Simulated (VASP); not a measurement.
Set up this calculation in VASP 6.6.1, as the native input.

- Task: single point
- Functional: PBEsol
- Potentials or basis: VASP PAW PBE potentials, release 64 (C)
- Cutoff: 520 eV
- k mesh: 14 × 14 × 14
- Occupations: gaussian, width 0.02 eV
- Spin: no spin polarisation
- Dipole correction: no
- Further INCAR settings: ALGO = Normal; EDIFF = 1e-06; NBANDS = 11

The structure of C lies in POSCAR:

```
C
1.0
    0.0000000000      2.1270000000      3.3480000000
    1.2280000000      0.0000000000      3.3480000000
    1.2280000000      2.1270000000      0.0000000000
C
2
Direct
    0.2019309309      0.7980690691      0.2019309309
    0.8333300000      0.1666700000      0.8333300000
```

This cell differs from its parent crystal: one atom moved.

One way to write it, as run:

INCAR

```
SYSTEM = C
  ALGO = Normal
  EDIFF = 1E-6
  ENCUT = 520
  GGA = PS
  ISIF = 2
  ISMEAR = 0
  LASPH = .True.
  LCHARG = .False.
  LREAL = .False.
  LWAVE = .False.
  NBANDS = 11
  NELM = 80
  PREC = Accurate
  SIGMA = 0.02
```

KPOINTS

```
k-points
0
Gamma
  14 14 14
  0 0 0
```

Potentials or basis: VASP PAW PBE potentials, release 64 (C).

Launch:

```bash
$ cat potpaw_PBE.64/C/POTCAR > POTCAR
$ mpirun -np 1 vasp_std > vasp.out
```

It gave:

```json
{
 "Pressure": "10.8 GPa",
 "Largest force": "6.746 eV/Å",
 "Band gap on the k mesh": "0.39 eV, direct"
}
```

Caveat: the cell differs from its parent crystal (one atom moved); the PAW data sets were made with another functional, which shifts forces and pressure a little.

Wall time 69 s on 1 thread of Intel(R) Xeon(R) Platinum 8488C (Sapphire Rapids) (shared host), peak memory 0.18 GiB.
